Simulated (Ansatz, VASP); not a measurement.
**Li2O: VASP beside Ansatz**

The input INCAR:

```
SYSTEM = Li2O
PREC     = Accurate       ! precision mode
ENCUT    = 750            ! plane-wave cutoff, eV
EDIFF    = 1E-6           ! SCF threshold, eV
ISMEAR   = 0              ! smearing method
SIGMA    = 0.01           ! smearing width, eV
LREAL    = .FALSE.        ! projectors in reciprocal space
LASPH    = .TRUE.         ! aspherical terms in the spheres
NELM     = 120            ! most SCF steps
ALGO     = Normal         ! electronic algorithm
ISIF     = 2              ! what is computed and relaxed
LWAVE    = .FALSE.        ! write WAVECAR
LCHARG   = .FALSE.        ! write CHGCAR
GGA      = B5             ! functional
ALDAX    = 1.0          
AGGAX    = 1.0          
AGGAC    = 1.0          
ALDAC    = 0.0          
NBANDS   = 13             ! bands
GGA_COMPAT= .FALSE.
```

The input KPOINTS:

```
Automatic mesh
0
G
  8 8 8
  0 0 0
```

POSCAR

```
Li2O
1.0
    0.0000000000      2.3050000000      2.3050000000
    2.3050000000      0.0000000000      2.3050000000
    2.3050000000      2.3050000000      0.0000000000
Li O
2 1
Direct
    0.2500000000      0.2500000000      0.2500000000
    0.7500000000      0.7500000000      0.7500000000
    0.0000000000      0.0000000000      0.0000000000
```

Input for Ansatz:

```yaml
crystal:
  lattice:
    - [0.0, 2.305, 2.305]
    - [2.305, 0.0, 2.305]
    - [2.305, 2.305, 0.0]
  atoms:
    - { symbol: Li, position: [0.25, 0.25, 0.25] }
    - { symbol: Li, position: [0.75, 0.75, 0.75] }
    - { symbol: O, position: [0.0, 0.0, 0.0] }
basis:
  ecutwfc: 470.0
kpoints:
  mp_grid:
    grid: [8, 8, 8]
hamiltonian:
  xc: blyp
  pseudopotentials:
    kind: paw
scf:
  occupations:
    method: fixed
output:
  stress: true
```

Alike in both runs: task single point; functional BLYP; k mesh 8 × 8 × 8; no spin polarisation.

```csv
,VASP,Ansatz
version,VASP 6.6.1,Ansatz 0.2.0
potentials or method,"VASP PAW PBE potentials, release 64 (Li_sv, O), cutoff 750 eV","plane waves, PAW"
occupations,"gaussian, width 0.01 eV",fixed
valence electrons in the cell,12,12
```

```tsv
	VASP	Ansatz	Ansatz less VASP
pressure (GPa)	1.5	1.6	+0.11
```

VASP's potentials were made for PBE, not for BLYP.
